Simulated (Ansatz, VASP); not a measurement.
One calculation of HfH2, two programs

Contents of INCAR:

```
PREC     = Accurate       # precision mode
ENCUT    = 520            # plane-wave cutoff, eV
EDIFF    = 1E-6           # SCF threshold, eV
ISMEAR   = -1             # smearing method
SIGMA    = 0.03           # smearing width, eV
LREAL    = F              # projectors in reciprocal space
LASPH    = T              # aspherical terms in the spheres
NELM     = 100            # most SCF steps
ALGO     = Normal         # electronic algorithm
ISIF     = 2              # what is computed and relaxed
LWAVE    = F              # write WAVECAR
LCHARG   = F              # write CHGCAR
NBANDS   = 13             # bands
```

File KPOINTS:

```
Automatic mesh
0
Gamma
  12 12 12
```

The input POSCAR:

```
HfH2
1.0
   -1.7390000000      1.7390000000      2.1805000000
    1.7390000000     -1.7390000000      2.1805000000
    1.7390000000      1.7390000000     -2.1805000000
Hf H
1 2
Direct
    0.0000000000      0.0000000000      0.0000000000
    0.7500000000      0.2500000000      0.5000000000
    0.2500000000      0.7500000000      0.5000000000
```

Input for Ansatz:

```yaml
crystal:
  lattice:
    - [-1.739, 1.739, 2.1805]
    - [1.739, -1.739, 2.1805]
    - [1.739, 1.739, -2.1805]
  atoms:
    - { symbol: Hf, position: [0.0, 0.0, 0.0] }
    - { symbol: H, position: [0.75, 0.25, 0.5] }
    - { symbol: H, position: [0.25, 0.75, 0.5] }
kpoints:
  mp_grid: { grid: [12, 12, 12] }
  band_path:
    path:
      - [0.0, 0.0, 0.0]
      - [0.0, 0.0, 0.5]
      - [0.25, 0.25, 0.25]
      - [0.0, 0.5, 0.0]
      - [0.0, 0.0, 0.0]
      - [0.5, 0.5, -0.5]
      - [0.4090109348, 0.5909890652, -0.4090109348]
      - [-0.4090109348, 0.4090109348, 0.4090109348]
      - [0.0, 0.0, 0.0]
    npoints: 14
scf:
  occupations: { method: fermi_dirac, width: 0.03 }
hamiltonian:
  xc: lda
  pseudopotentials: { kind: all_electron, lapw: { basis_error: 0.0005 } }
output:
  forces: true
  stress: true
  eigenvalues: true
  populations: true
  dos: { projected: true, de: 0.2, e_range: [-14, 8] }
```

Alike in both runs: task single point; functional LDA; k mesh 12 × 12 × 12; occupations fermi-dirac, width 0.03 eV; no spin polarisation.

|  | VASP | Ansatz |
| --- | --- | --- |
| version | VASP 6.6.1 | Ansatz 0.2.0 |
| potentials or method | VASP PAW LDA potentials, release 64 (Hf_pv, H), cutoff 520 eV | all-electron LAPW, scalar-relativistic |

VASP gave:

* pressure (GPa): -8.4
* traceless stress, the component that is largest in VASP (GPa): -0.70

Problem. Estimate Ansatz's values.

Solution. Pressure (GPa): -8.4; traceless stress, the component that is largest in VASP (GPa): -0.71.

LDA's correlation is that of Perdew and Zunger in VASP and of Perdew and Wang (1992) in Ansatz. Ansatz ran all-electron here, and VASP with PAW potentials.

Spin-orbit coupling is off throughout.
